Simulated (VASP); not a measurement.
# As (Fd-3m) in VASP: a series of runs, part 2 of 2

VASP 6.6.1.

**4. Single point, LDA (volume scaled by 0.75)**

The input, INCAR:

```
  PREC = Accurate
  ENCUT = 520
  EDIFF = 1E-6
  ISMEAR = -1
  SIGMA = 0.05
  LREAL = F
  LASPH = T
  NELM = 100
  ALGO = Normal
  ISIF = 2
  LWAVE = F
  LCHARG = F
  GGA = CA
  NBANDS = 12
```

The input, KPOINTS:

```
Automatic mesh
0
Gamma
  13 13 13
```

The input, POSCAR:

```
As
1.0
    0.0000000000      2.7071634945      2.7071634945
    2.7071634945      0.0000000000      2.7071634945
    2.7071634945      2.7071634945      0.0000000000
As
2
Direct
   -0.1250000000     -0.1250000000     -0.1250000000
    0.1250000000      0.1250000000      0.1250000000
```

Potentials or basis: VASP PAW LDA potentials, release 64 (As).

Started as:

```sh
$ cat potpaw_LDA.64/As/POTCAR > POTCAR
$ mpirun -np 1 vasp_std > vasp.out
```

OUTCAR:

```text
PREC = Accurate
   ENCUT = 520
   EDIFF = 1E-6
   ISMEAR = -1
   LREAL = F
   LASPH = T
   NELM = 100
   ISIF = 2
   GGA = CA

 ion  position               nearest neighbor table
   1  0.875  0.875  0.875-   2 2.34   2 2.34   2 2.34   2 2.34
   2  0.125  0.125  0.125-   1 2.34   1 2.34   1 2.34   1 2.34

  LATTYP: Found a face centered cubic cell.
 ALAT       =     5.4143269890

  Lattice vectors:

 A1 = (   0.0000000000,   2.7071634945,   2.7071634945)
 A2 = (   2.7071634945,   0.0000000000,   2.7071634945)
 A3 = (   2.7071634945,   2.7071634945,   0.0000000000)

Analysis of symmetry for initial positions (statically):
=====================================================================
 Subroutine PRICEL returns:
 Original cell was already a primitive cell.

 Routine SETGRP: Setting up the symmetry group for a
 face centered cubic supercell.

 Subroutine GETGRP returns: Found 48 space group operations
 (whereof 12 operations were pure point group operations)
 out of a pool of 48 trial point group operations.

The static configuration has the point symmetry D_3d.
 The point group associated with its full space group is O_h .

Analysis of symmetry for dynamics (positions and initial velocities):
=====================================================================
 Subroutine PRICEL returns:
 Original cell was already a primitive cell.

 Routine SETGRP: Setting up the symmetry group for a
 face centered cubic supercell.

 Subroutine GETGRP returns: Found 48 space group operations
 (whereof 12 operations were pure point group operations)
 out of a pool of 48 trial point group operations.

The dynamic configuration has the point symmetry D_3d.
 The point group associated with its full space group is O_h .

 Subroutine INISYM returns: Found 48 space group operations
 (whereof 12 operations are pure point group operations),
 and found     1 'primitive' translations

----------------------------------------------------------------------------------------

                                     Primitive cell

  volume of cell :      39.6802

  direct lattice vectors                    reciprocal lattice vectors
     0.000000000  2.707163495  2.707163495    -0.184695162  0.184695162  0.184695162
     2.707163495  0.000000000  2.707163495     0.184695162 -0.184695162  0.184695162
     2.707163495  2.707163495  0.000000000     0.184695162  0.184695162 -0.184695162

  length of vectors
     3.828507329  3.828507329  3.828507329     0.319901404  0.319901404  0.319901404

  position of ions in fractional coordinates (direct lattice)
     0.875000000  0.875000000  0.875000000
     0.125000000  0.125000000  0.125000000

  ion indices of the primitive-cell ions
   primitive index   ion index
                 1           1
                 2           2

----------------------------------------------------------------------------------------

 KPOINTS: Automatic mesh

Automatic generation of k-mesh.
 Grid dimensions read from file:
 generate k-points for:   13   13   13

 Generating k-lattice:

  Cartesian coordinates                     Fractional coordinates (reciprocal lattice)
    -0.014207320  0.014207320  0.014207320     0.076923077  0.000000000  0.000000000
     0.014207320 -0.014207320  0.014207320     0.000000000  0.076923077  0.000000000
     0.014207320  0.014207320 -0.014207320     0.000000000  0.000000000  0.076923077

  Length of vectors
     0.024607800  0.024607800  0.024607800

  Shift w.r.t. Gamma in fractional coordinates (k-lattice)
     0.000000000  0.000000000  0.000000000

 Subroutine IBZKPT returns following result:
 ===========================================

 Found     84 irreducible k-points:

 Following reciprocal coordinates:
            Coordinates               Weight
  0.000000  0.000000  0.000000      1.000000
  0.076923  0.000000  0.000000      8.000000
  0.153846  0.000000  0.000000      8.000000
  0.230769  0.000000  0.000000      8.000000
  0.307692  0.000000  0.000000      8.000000
  0.384615  0.000000  0.000000      8.000000
[... 16 lines left out ...]
  0.384615  0.153846  0.000000     24.000000
  0.461538  0.153846  0.000000     24.000000
 [... further k-points ...]
   k-points           NKPTS =     84   k-points in BZ     NKDIM =     84   number of bands    NBANDS=     12
   number of dos      NEDOS =    301   number of ions     NIONS =      2
   total plane-waves  NPLWV =  21952
   dimension x,y,z NGX =    28 NGY =   28 NGZ =   28
   dimension x,y,z NGXF=    56 NGYF=   56 NGZF=   56
   ions per type =               2
   NGX,Y,Z   is equivalent  to a cutoff of  12.16, 12.16, 12.16 a.u.
   NGXF,Y,Z  is equivalent  to a cutoff of  24.32, 24.32, 24.32 a.u.
 SYSTEM =  unknown system
   PREC   = accura    normal or accurate (medium, high low for compatibility)
   ISTART =      0    job   : 0-new  1-cont  2-samecut
   ICHARG =      2    charge: 1-file 2-atom 10-const
   ISPIN  =      1    spin polarized calculation?
   LNONCOLLINEAR =      F non collinear calculations
   LSORBIT =      F    spin-orbit coupling
   LASPH  =      T    aspherical Exc in radial PAW
   ENCUT  =  520.0 eV  38.22 Ry    6.18 a.u.   7.12  7.12  7.12*2*pi/ulx,y,z
   NELM   =    100;   NELMIN=  2; NELMDL= -5     # of ELM steps
   EDIFF  = 0.1E-05   stopping-criterion for ELM
   LREAL  =      F    real-space projection
   EDIFFG = 0.1E-04   stopping-criterion for IOM
   NSW    =      0    number of steps for IOM
   IBRION =     -1    ionic relax: 0-MD 1-quasi-New 2-CG
   NFREE  =      0    steps in history (QN), initial steepest desc. (CG)
   ISIF   =      2    stress and relaxation
   ISYM   =      2    0-nonsym 1-usesym 2-fastsym
   POTIM  = 0.5000    time-step for ionic-motion
   TEBEG  =    0.0;   TEEND  =   0.0 temperature during run
   PSTRESS=    0.0 pullay stress
   NELECT =      10.0000    total number of electrons
   NUPDOWN=      -1.0000    fix difference up-down
   EMIN   =  10.00;   EMAX   =-10.00  energy-range for DOS
   EFERMI =   0.00;   METHOD = LEGACY
   ISMEAR =    -1;   SIGMA  =   0.05  broadening in eV -4-tet -1-fermi 0-gaus
   EFERMI_NEDOS =   21; number of points for ismear=-14 and -15
   IALGO  =     38    algorithm
   IMIX   =      4    mixing-type and parameters
     AMIX     =   0.40;   BMIX     =  1.00
     AMIX_MAG =   1.60;   BMIX_MAG =  1.00
  volume/ion in A,a.u.               =      19.84       133.89
  Fermi-wavevector in a.u.,A,eV,Ry     =   1.034071  1.954111 14.548748  1.069303
  Thomas-Fermi vector in A             =   2.168348
   LORBIT       =      0    0 simple, 1 ext, 2 COOP (PROOUT), +10 PAW based schemes
   GGA     = CA    functional components
   LHFCALC =     F    Hartree Fock is set to
   AEXX    =    0.0000 exact exchange contribution
   IVDW    =     0    specifies the selected vdW correction
   LEPSILON=     F    determine dielectric tensor
   LRPA    =     F    only Hartree local field effects (RPA)
 non-spin polarized calculation
  energy-cutoff  :      520.00
  volume of cell :       39.68
 maximum number of plane-waves:      1079
   NGX = 15   NGY = 15   NGZ = 15

 number of electron      10.0000000 magnetization

 number of electron       9.9999999 magnetization

 Free energy of the ion-electron system (eV)
  ---------------------------------------------------
  ext. energy  EPLUGINS =         0.00000000
  ---------------------------------------------------
  free energy    TOTEN  =        -9.05811152 eV

  energy without entropy =       -9.05003469  energy(sigma->0) =       -9.05407310

 E-fermi :   6.7338     XC(G=0): -10.3549

 val. band max:        6.7271403881   @ k =  -0.4615   0.3846   0.1538
 cond. band min:       6.7586055933   @ k =   0.2308   0.2308   0.0000
 fundamental gap:      0.0314652052
 Fermi energy:         6.7337870533

 k-point     1 :       0.0000    0.0000    0.0000
  band No.  band energies     occupation
      1     -10.1667      2.00000
      2       2.8439      2.00000
      3       3.6125      2.00000
      4       3.6125      2.00000
      5       3.6125      2.00000
      6       6.8056      0.38434
      7       6.8056      0.38434
      8       6.8056      0.38434
      9      11.5947      0.00000
     10      14.6154      0.00000
     11      14.6154      0.00000
     12      16.6009      0.00000
[... 331 lines left out ...]
 k-point    24 :       0.4615    0.1538    0.0000
  band No.  band energies     occupation
      1      -8.0953      2.00000
      2      -4.1037      2.00000
      3       0.8253      2.00000
      4       1.7462      2.00000
      5       5.5538      2.00000
      6       7.9630      0.00000
      7       9.3703      0.00000
      8      10.7727      0.00000
      9      14.5026      0.00000
     10      15.6389      0.00000
     11      16.7267      0.00000
     12      16.7780      0.00000

 [... further k-points ...]
[... 5 lines left out ...]
  --------------------------------------------------------------------------------------
  -------------------------------------------------------------------------------------
  Total        6.8318956      6.8318956      6.8318956      0.0000000     -0.0000000      0.0000000
  in kB      275.8534059    275.8534059    275.8534059      0.0000000     -0.0000000      0.0000000
  external PRESSURE =     275.8534059 kB  Pullay stress =       0.0000000 kB

 VOLUME and BASIS-vectors are now :
 -----------------------------------------------------------------------------
  energy-cutoff  :      520.00
  volume of cell :       39.68
      direct lattice vectors                 reciprocal lattice vectors
     0.000000000  2.707163495  2.707163495    -0.184695162  0.184695162  0.184695162
     2.707163495  0.000000000  2.707163495     0.184695162 -0.184695162  0.184695162
     2.707163495  2.707163495  0.000000000     0.184695162  0.184695162 -0.184695162

 POSITION                                       TOTAL-FORCE (eV/Angst)
 -----------------------------------------------------------------------------------
      4.73754      4.73754      4.73754         0.000000      0.000000     -0.000000
      0.67679      0.67679      0.67679         0.000000     -0.000000      0.000000
 -----------------------------------------------------------------------------------
    total drift:                                0.000000     -0.000000     -0.000000

  FREE ENERGIE OF THE ION-ELECTRON SYSTEM (eV)
  ---------------------------------------------------
  free  energy   TOTEN  =        -9.0581115158 eV

  energy  without entropy=       -9.0500346909  energy(sigma->0) =       -9.05407310
```

OSZICAR:

```text
N       E                     dE             d eps       ncg     rms          rms(c)
DAV:   1     0.259050555008E+02    0.25905E+02   -0.41911E+03  2016   0.699E+02
DAV:   2    -0.769782657104E+01   -0.33603E+02   -0.32011E+02  2636   0.109E+02
DAV:   3    -0.916876762754E+01   -0.14709E+01   -0.14569E+01  2580   0.229E+01
DAV:   4    -0.917611230997E+01   -0.73447E-02   -0.73429E-02  2212   0.185E+00
DAV:   5    -0.917613461585E+01   -0.22306E-04   -0.22306E-04  2504   0.108E-01    0.676E+00
DAV:   6    -0.909181945061E+01    0.84315E-01   -0.40903E-02  2208   0.995E-01    0.400E+00
DAV:   7    -0.905868954470E+01    0.33130E-01   -0.58924E-02  2268   0.122E+00    0.202E-01
DAV:   8    -0.905811553355E+01    0.57401E-03   -0.26073E-03  2204   0.278E-01    0.283E-02
DAV:   9    -0.905811158777E+01    0.39458E-05   -0.31188E-05  2452   0.360E-02    0.110E-02
DAV:  10    -0.905811151575E+01    0.72020E-07   -0.66025E-07  1488   0.509E-03
   1 F= -.90581115E+01 E0= -.90540731E+01  d E =-.807682E-02
```

stdout:

```text
POSCAR found type information on POSCAR As
 POSCAR found :  1 types and       2 ions
 scaLAPACK will be used
 LDA part: xc-table for (Slater(with rela. corr.)+CA(PZ))
 , standard interpolation
 POSCAR, INCAR and KPOINTS ok, starting setup
 FFT: planning ... GRIDC
 FFT: planning ... GRID_SOFT
 FFT: planning ... GRID
 WAVECAR not read
 entering main loop
```

Wall time 29 s (1 thread of Intel Xeon Platinum 8375C at 2.90GHz (Ice Lake), shared host); peak memory 0.15 GiB.

Results:

* Free energy: -9.0581 eV
* Pressure: 27.6 GPa
* Band gap on the k mesh: zero (band 5 reaches 8.10 eV, above the bottom of band 6 at 5.31 eV)

Levels at points of the mesh, in eV from the Fermi level:
```
           k point  band 1  band 2  band 3  band 4  band 5  band 6  band 7  band 8  band 9  band 10
(0.00, 0.00, 0.00)  -16.90   -3.89   -3.12   -3.12   -3.12    0.07    0.07    0.07    4.86     7.88
```
